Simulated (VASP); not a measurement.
# C (Amm2) in VASP: a series of runs, part 2 of 2

VASP 6.6.1. Earlier steps stand in the parts before.

### 3 Single point, PBE (atoms displaced along a vibrational mode, the cell strained)

Input file INCAR:

```
PREC     = Accurate       # precision mode
ENCUT    = 520            # plane-wave cutoff, eV
EDIFF    = 1E-6           # SCF threshold, eV
ISMEAR   = 0              # smearing method
SIGMA    = 0.05           # smearing width, eV
LREAL    = False          # projectors in reciprocal space
LASPH    = True           # aspherical terms in the spheres
NELM     = 100            # most SCF steps
ALGO     = Normal         # electronic algorithm
ISIF     = 2              # what is computed and relaxed
LWAVE    = False          # write WAVECAR
LCHARG   = False          # write CHGCAR
GGA      = PE             # functional
NBANDS   = 26             # bands
```

Input file KPOINTS:

```
regular mesh
0
Gamma
  12 12 4
```

Input file POSCAR:

```
C
1.0
    2.4760125462      0.0000000000      0.0000000000
   -1.2380062731      2.1442897651      0.0000000000
    0.0000000000      0.0000000000      8.1660035800
C
8
Direct
   -0.0082542016     -0.0165084032      0.0929732494
   -0.0082542016     -0.0165084032      0.5929732494
   -0.0082542016     -0.0165084032      0.4070267506
   -0.0082542016     -0.0165084032      0.9070267506
    0.3415875349      0.6831750699      0.1555299995
    0.6749208683      0.3498417365      0.6555299995
    0.3415875349      0.6831750699      0.3444700005
    0.6749208683      0.3498417365      0.8444700005
```

Potentials or basis: VASP PAW PBE potentials, release 64 (C).

Run with:

```bash
$ cat potpaw_PBE.64/C/POTCAR > POTCAR
$ mpirun -np 1 vasp_std > vasp.out
```

OUTCAR:

```text
PREC = Accurate
   ENCUT = 520
   EDIFF = 1E-6
   ISMEAR = 0
   LREAL = False
   LASPH = True
   NELM = 100
   ISIF = 2
   GGA = PE

 ion  position               nearest neighbor table
   1  0.992  0.983  0.093-   5 1.49   5 1.49   4 1.52   5 1.58
   2  0.992  0.983  0.593-   6 1.45   3 1.52   6 1.55   6 1.55
   3  0.992  0.983  0.407-   7 1.49   7 1.49   2 1.52   7 1.58
   4  0.992  0.983  0.907-   8 1.45   1 1.52   8 1.55   8 1.55
   5  0.342  0.683  0.156-   1 1.49   1 1.49   7 1.54   1 1.58
   6  0.675  0.350  0.656-   2 1.45   8 1.54   2 1.55   2 1.55
   7  0.342  0.683  0.344-   3 1.49   3 1.49   5 1.54   3 1.58
   8  0.675  0.350  0.844-   4 1.45   6 1.54   4 1.55   4 1.55

  LATTYP: Found a hexagonal cell.
 ALAT       =     2.4760125462
 C/A-ratio  =     3.2980461236

  Lattice vectors:

 A1 = (   2.4760125462,   0.0000000000,   0.0000000000)
 A2 = (  -1.2380062731,   2.1442897651,   0.0000000000)
[... 193 lines left out ...]
 cond. band min:      14.9228400566   @ k =   0.4167  -0.0000   0.0000
 fundamental gap:      4.0228074723
 Fermi energy:        11.2038087828

 k-point     1 :       0.0000    0.0000    0.0000
  band No.  band energies     occupation
      1     -11.7278      2.00000
      2     -10.0324      2.00000
      3      -9.9271      2.00000
      4      -5.8038      2.00000
      5      -3.5155      2.00000
      6       3.4327      2.00000
[... 685 lines left out ...]
     25      22.0327      0.00000
     26      22.8849      0.00000

 [... further k-points ...]

------------------------ aborting loop because EDIFF is reached ----------------------------------------

  FORCE on cell =-STRESS in cart. coord.  units (eV):
  Direction    XX          YY          ZZ          XY          YZ          ZX
  --------------------------------------------------------------------------------------
  -------------------------------------------------------------------------------------
  Total        7.1639454      7.7325235      7.1098500      0.0000000      0.0000000      0.0000000
  in kB      264.7384190    285.7498123    262.7393632      0.0000000      0.0000000      0.0000000
  external PRESSURE =     271.0758649 kB  Pullay stress =       0.0000000 kB

 VOLUME and BASIS-vectors are now :
 -----------------------------------------------------------------------------
  energy-cutoff  :      520.00
  volume of cell :       43.36
      direct lattice vectors                 reciprocal lattice vectors
     2.476012546  0.000000000  0.000000000     0.403875175  0.233177441  0.000000000
    -1.238006273  2.144289765  0.000000000     0.000000000  0.466354882  0.000000000
     0.000000000  0.000000000  8.166003580     0.000000000  0.000000000  0.122458923

 POSITION                                       TOTAL-FORCE (eV/Angst)
 -----------------------------------------------------------------------------------
      1.23801      2.10889      0.75922        -0.000000      2.273526     -0.200318
      1.23801      2.10889      4.84222        -0.000000      2.748628     -0.226899
      1.23801      2.10889      3.32378        -0.000000      2.273526      0.200318
      1.23801      2.10889      7.40678        -0.000000      2.748628      0.226899
     -0.00000      1.46493      1.27006         0.000000     -2.276055      0.237473
      1.23801      0.75016      5.35306         0.000000     -2.746099      0.263732
     -0.00000      1.46493      2.81294         0.000000     -2.276055     -0.237473
      1.23801      0.75016      6.89595         0.000000     -2.746099     -0.263732
 -----------------------------------------------------------------------------------
    total drift:                                0.000000     -0.000117     -0.000000

  FREE ENERGIE OF THE ION-ELECTRON SYSTEM (eV)
  ---------------------------------------------------
  free  energy   TOTEN  =       -72.1382833320 eV

  energy  without entropy=      -72.1382833320  energy(sigma->0) =      -72.13828333
```

stdout:

```text
POSCAR found type information on POSCAR C
 POSCAR found :  1 types and       8 ions
 scaLAPACK will be used
 LDA part: xc-table for (Slater+PW92), standard interpolation
 POSCAR, INCAR and KPOINTS ok, starting setup
 FFT: planning ... GRIDC
 FFT: planning ... GRID_SOFT
 FFT: planning ... GRID
 WAVECAR not read
 entering main loop
```

Wall time 57 s (1 thread of AMD EPYC 9R45 (Zen 5), shared host); peak memory 0.18 GiB.

What came out:

```
Free energy            : -72.1383 eV
Pressure               : 27.1 GPa
Largest force          : 2.759 eV/Å
Band gap on the k mesh : 4.02 eV (least direct gap 4.55 eV)
```

Forces in eV/Å, atoms in the order of the input:
```
C    0.000  2.274 -0.200
C    0.000  2.749 -0.227
C    0.000  2.274  0.200
C    0.000  2.749  0.227
C    0.000 -2.276  0.237
C    0.000 -2.746  0.264
C    0.000 -2.276 -0.237
C    0.000 -2.746 -0.264
```

Stress tensor (GPa, compression positive):
```
26.47  0.00  0.00
 0.00 28.57  0.00
 0.00  0.00 26.27
```

Caveat: the cell differs from its parent crystal (atoms displaced along a vibrational mode, the cell strained); the cell stands under pressure; forces of over 1 eV/Å act on the atoms, so gaps and moduli don't describe the material at rest. A k mesh can miss the band edges.
